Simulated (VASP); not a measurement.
Runs of VASP 6.6.1 on BaTiO3. The structure is that of space group R3m (No. 160), or close to it. The cells are those of the table. 

| cell | gap on the mesh (eV) | pressure (GPa) | largest force (eV/Å) |
| --- | --- | --- | --- |
| a = 4.057 Å, angles 89.9°, 5 atoms | 2.56 | 1.7 | 0.08 |
| a = 4.045 Å, angles 88.7°, 5 atoms | 2.58 | (a) | 0.09 |
| a = 4.083 Å, angles 89.9°, 5 atoms | 2.65 | -0.1 | (b) |
| a = 4.031 Å, angles 89.1°, 5 atoms | 2.50 | 4.2 | 0.08 |

Alike in all rows: task single point; level PBE; potentials or basis VASP PAW PBE potentials, release 64 (Ba_sv, Ti_sv, O); no spin polarisation; k mesh 8 × 8 × 8; cutoff (eV) 520; smearing fermi-dirac 0.02 eV.

Task: Estimate the missing entries.

Result: (a) 3.3; (b) 0.10.

Caveats: spin-orbit coupling is left out, which moves the levels of the heavy elements.

A k mesh can miss the band edges, and the runs leave out spin-orbit coupling on Ba.
